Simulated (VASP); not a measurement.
A run of VASP 6.6.1 is set up as follows.

INCAR

```
ALGO = Normal
EDIFF = 1E-6
ENCUT = 520
ISIF = 2
ISMEAR = 0
LASPH = T
LCHARG = T
LELF = T
LREAL = F
LVHAR = T
LWAVE = F
NBANDS = 31
NELM = 60
PREC = Accurate
SIGMA = 0.1
```

The input KPOINTS:

```
k-points
0
Gamma
  5 5 22
```

POSCAR

```
Si2W
1.0
    6.6160010899      0.0000000012     -0.0003119340
    0.0000000014      7.6395000288      0.0000605605
   -1.6540744440     -3.8197375440      1.5817422739
Si W
4 2
Direct
   -0.0000128862      0.3348083589     -0.0000105907
    0.4999871138      0.3348083589     -0.0000105907
    0.0000128862      0.6651916411      0.0000105907
    0.5000128862      0.6651916411      0.0000105907
    0.0000000000      0.0000000000      0.0000000000
    0.5000000000      0.0000000000      0.0000000000
```

Potentials or basis: VASP PAW LDA potentials, release 64 (Si, W_sv).

Command:

```sh
$ cat potpaw_LDA.64/Si/POTCAR potpaw_LDA.64/W_sv/POTCAR > POTCAR
$ mpirun -np 1 vasp_std > vasp.out
```

Problem. Estimate the pressure.

Solution. -1.4 GPa.

Problem. Predict the band gap on the k mesh.

Solution. Zero (band 22 reaches 12.48 eV, above the bottom of band 23 at 11.66 eV).

Stress tensor (GPa, compression positive):
```
-12.76   0.01   0.00
  0.01   7.83   0.00
  0.00   0.00   0.73
```

Caveat: the k points lie up to 0.43 Å⁻¹ apart; spin-orbit coupling is left out, which moves the levels of the heavy elements.
